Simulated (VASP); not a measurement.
Write the native input for VASP 6.6.1 that does the following.

```
Task                   : electric field gradients
Functional             : PBEsol
Potentials or basis    : VASP PAW PBE potentials, release 64 (Ga_d)
Cutoff                 : 520 eV
k mesh                 : 9 × 9 × 8
Occupations            : fermi-dirac, width 0.05 eV
Spin                   : no spin polarisation
Dipole correction      : no
Further INCAR settings : ALGO = Normal; EDIFF = 1e-08; NBANDS = 34
```

The structure of Ga lies in POSCAR:

```
Ga
1.0
    2.2935740000     -3.8449535000      0.0156705000
    2.2171260000      3.7998465000     -0.0607775000
   -0.0451670000     -0.0451670000      4.5167000000
Ga
4
Direct
    0.1525000000      0.8475000000      0.0785000000
    0.6525000000      0.3475000000      0.4215000000
    0.8475000000      0.1525000000      0.9215000000
    0.3475000000      0.6525000000      0.5785000000
```

This cell differs from its parent crystal: equal xy, yz and zx shear strains of -2 %.

These files were run (other wordings do the same):

INCAR

```
SYSTEM = Ga
PREC     = Accurate       ! precision mode
ENCUT    = 520            ! plane-wave cutoff, eV
EDIFF    = 1E-8           ! SCF threshold, eV
ISMEAR   = -1             ! smearing method
SIGMA    = 0.05           ! smearing width, eV
LREAL    = .False.        ! projectors in reciprocal space
LASPH    = .True.         ! aspherical terms in the spheres
NELM     = 60             ! most SCF steps
ALGO     = Normal         ! electronic algorithm
ISIF     = 2              ! what is computed and relaxed
LWAVE    = .False.        ! write WAVECAR
LCHARG   = .False.        ! write CHGCAR
GGA      = PS             ! functional
LEFG     = .True.       
NBANDS   = 34             ! bands
```

KPOINTS

```
Automatic mesh
0
Gamma
  9 9 8
  0 0 0
```

Potentials or basis: VASP PAW PBE potentials, release 64 (Ga_d).

The run is started by

```bash
$ cat potpaw_PBE.64/Ga_d/POTCAR > POTCAR
$ mpirun -np 1 vasp_std > vasp.out
```

It gave:

```json
{
  "Pressure": "-1.1 GPa",
  "Largest force": "0.481 eV/Å",
  "Band gap on the k mesh": "zero (bands 26 and 27 overlap by 1.30 eV)",
  "Largest electric field gradient by atom": "Ga -46.7, -56.2 (each value once) V/Å²"
}
```

Caveat: the cell differs from its parent crystal (equal xy, yz and zx shear strains of -2 %); without QUAD_EFG the Cq values of the log hold for a quadrupole moment of 1 mb, not for the nuclei; the PAW data sets were made with another functional, which shifts forces and pressure a little.

Run time: 12 min on 1 thread of Oxide Virtual Turin-like Processor, with other jobs on the host, peak memory 0.62 GiB.
